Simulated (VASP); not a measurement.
# SrRu3 (Pm-3m) in VASP: a series of runs, part 2 of 2

VASP 6.6.1.

### 3 Single point, PBE

This run uses another cell than the first one, of 17.52 Å³/atom.

Contents of INCAR:

```
SYSTEM = SrRu3
  ALGO = Normal
  EDIFF = 1E-6
  ENCUT = 500
  GGA = PE
  GGA_COMPAT = .FALSE.
  ISIF = 2
  ISMEAR = 0
  LASPH = .TRUE.
  LCHARG = .TRUE.
  LELF = .TRUE.
  LREAL = .FALSE.
  LVHAR = .TRUE.
  LWAVE = .FALSE.
  NBANDS = 34
  NELM = 120
  PREC = Accurate
  SIGMA = 0.1
```

Contents of KPOINTS:

```
k-points
0
G
  4 4 4
  0 0 0
```

Contents of POSCAR:

```
SrRu3
1.0
    4.1227802096      0.0000000000      0.0000000000
    0.0000000000      4.1227802096      0.0000000000
    0.0000000000      0.0000000000      4.1227802096
Sr Ru
1 3
Direct
    0.0000000000      0.0000000000      0.0000000000
    0.5000000000      0.0000000000      0.5000000000
    0.0000000000      0.5000000000      0.5000000000
    0.5000000000      0.5000000000      0.0000000000
```

Potentials or basis: VASP PAW PBE potentials, release 64 (Sr_sv, Ru_pv).

The run is started by

```sh
cat potpaw_PBE.64/Sr_sv/POTCAR potpaw_PBE.64/Ru_pv/POTCAR > POTCAR
mpirun -np 1 vasp_std > vasp.out
```

OUTCAR:

```text
SYSTEM = SrRu3
   EDIFF = 1E-6
   ENCUT = 500
   GGA = PE
   ISIF = 2
   ISMEAR = 0
   LASPH = .TRUE.
   LREAL = .FALSE.
   NELM = 120
   PREC = Accurate

 ion  position               nearest neighbor table
   1  0.000  0.000  0.000-   2 2.92   3 2.92   4 2.92   2 2.92   3 2.92   3 2.92   4 2.92   3 2.92
                             2 2.92   4 2.92   2 2.92   4 2.92
   2  0.500  0.000  0.500-   1 2.92   3 2.92   4 2.92   1 2.92   4 2.92   3 2.92   4 2.92   4 2.92
                             1 2.92   3 2.92   1 2.92   3 2.92
   3  0.000  0.500  0.500-   1 2.92   2 2.92   4 2.92   1 2.92   4 2.92   1 2.92   2 2.92   1 2.92
                             2 2.92   4 2.92   4 2.92   2 2.92
   4  0.500  0.500  0.000-   1 2.92   2 2.92   3 2.92   2 2.92   3 2.92   1 2.92   2 2.92   2 2.92
                             1 2.92   3 2.92   3 2.92   1 2.92

  LATTYP: Found a simple cubic cell.
 ALAT       =     4.1227802096

  Lattice vectors:

 A1 = (   4.1227802096,   0.0000000000,   0.0000000000)
 A2 = (   0.0000000000,   4.1227802096,   0.0000000000)
 A3 = (   0.0000000000,   0.0000000000,   4.1227802096)

Analysis of symmetry for initial positions (statically):
[... 160 lines left out ...]
  energy without entropy =      -24.98492297  energy(sigma->0) =      -25.01095172

 E-fermi :   7.8566     XC(G=0): -12.3494

 val. band max:        7.8400209143   @ k =   0.5000   0.0000   0.0000
 cond. band min:       7.8733673657   @ k =   0.5000   0.2500   0.0000
 fundamental gap:      0.0333464514
 Fermi energy:         7.8565687058

 k-point     1 :       0.0000    0.0000    0.0000
  band No.  band energies     occupation
      1     -34.3231      2.00000
      2     -34.3231      2.00000
      3     -34.3231      2.00000
      4     -34.0420      2.00000
      5     -34.0420      2.00000
      6     -34.0420      2.00000
[... 359 lines left out ...]
     33      12.7798      0.00000
     34      12.7798      0.00000

------------------------ aborting loop because EDIFF is reached ----------------------------------------

  FORCE on cell =-STRESS in cart. coord.  units (eV):
  Direction    XX          YY          ZZ          XY          YZ          ZX
  --------------------------------------------------------------------------------------
  -------------------------------------------------------------------------------------
  Total        0.2253993      0.2253993      0.2253993      0.0000000      0.0000000     -0.0000000
  in kB        5.1533862      5.1533862      5.1533862      0.0000000      0.0000000     -0.0000000
  external PRESSURE =       5.1533862 kB  Pullay stress =       0.0000000 kB

 VOLUME and BASIS-vectors are now :
 -----------------------------------------------------------------------------
  energy-cutoff  :      500.00
  volume of cell :       70.08
      direct lattice vectors                 reciprocal lattice vectors
     4.122780210  0.000000000  0.000000000     0.242554769  0.000000000  0.000000000
     0.000000000  4.122780210  0.000000000     0.000000000  0.242554769  0.000000000
     0.000000000  0.000000000  4.122780210     0.000000000  0.000000000  0.242554769

 POSITION                                       TOTAL-FORCE (eV/Angst)
 -----------------------------------------------------------------------------------
      0.00000      0.00000      0.00000         0.000000      0.000000      0.000000
      2.06139      0.00000      2.06139         0.000000      0.000000      0.000000
      0.00000      2.06139      2.06139         0.000000      0.000000      0.000000
      2.06139      2.06139      0.00000         0.000000      0.000000      0.000000
 -----------------------------------------------------------------------------------
    total drift:                                0.000000      0.000000     -0.000000

  FREE ENERGIE OF THE ION-ELECTRON SYSTEM (eV)
  ---------------------------------------------------
  free  energy   TOTEN  =       -25.0369804725 eV

  energy  without entropy=      -24.9849229679  energy(sigma->0) =      -25.01095172
```

OSZICAR:

```text
N       E                     dE             d eps       ncg     rms          rms(c)
DAV:   1     0.557156914888E+03    0.55716E+03   -0.30603E+04   680   0.158E+03
DAV:   2    -0.931983295952E+01   -0.56648E+03   -0.55415E+03   738   0.474E+02
DAV:   3    -0.271037664903E+02   -0.17784E+02   -0.17129E+02   804   0.837E+01
DAV:   4    -0.277570064854E+02   -0.65324E+00   -0.65130E+00   974   0.121E+01
DAV:   5    -0.277629398314E+02   -0.59333E-02   -0.59321E-02   796   0.125E+00    0.548E+01
DAV:   6    -0.251664003148E+02    0.25965E+01   -0.16825E+01   778   0.239E+01    0.138E+01
DAV:   7    -0.250658701713E+02    0.10053E+00   -0.13466E+00   762   0.739E+00    0.116E+01
DAV:   8    -0.250376066806E+02    0.28263E-01   -0.10333E-01   826   0.181E+00    0.183E+00
DAV:   9    -0.250369489237E+02    0.65776E-03   -0.61994E-03   804   0.437E-01    0.326E-01
DAV:  10    -0.250369771448E+02   -0.28221E-04   -0.38306E-04   810   0.100E-01    0.876E-02
DAV:  11    -0.250369790997E+02   -0.19549E-05   -0.62898E-05   738   0.428E-02    0.549E-02
DAV:  12    -0.250369812470E+02   -0.21473E-05   -0.88585E-06   704   0.144E-02    0.160E-02
DAV:  13    -0.250369804725E+02    0.77446E-06   -0.36992E-07   368   0.359E-03
   1 F= -.25036980E+02 E0= -.25010952E+02  d E =-.520575E-01
```

It took 25 s on 1 thread of Intel Xeon 8259CL, shared host; peak memory 0.17 GiB.

Results:

```yaml
Free_energy: -25.0370 eV
Pressure: 0.5 GPa
Band_gap_on_the_k_mesh: zero (bands 26 and 27 overlap by 1.93 eV)
```

Levels at points of the mesh, in eV from the Fermi level:
```csv
k point,band 23,band 24,band 25,band 26,band 27,band 28,band 29,band 30
"(0.00, 0.00, 0.00)",-0.76,0.59,0.59,1.48,1.84,1.84,1.84,4.59
"(0.50, 0.00, 0.00)",-1.56,-0.38,-0.20,-0.09,-0.02,-0.02,0.77,1.85
"(0.50, 0.50, 0.00)",-1.14,-1.05,-0.60,-0.46,-0.46,0.13,0.14,0.77
"(0.50, 0.50, 0.50)",-0.86,-0.24,-0.24,0.96,1.50,1.50,1.50,3.38
```

Caveat: the k points lie up to 0.38 Å⁻¹ apart, too coarse for converged energies and pressures of a metal.

The gap in the log of VASP goes by the Fermi energy; the results here count the filled bands.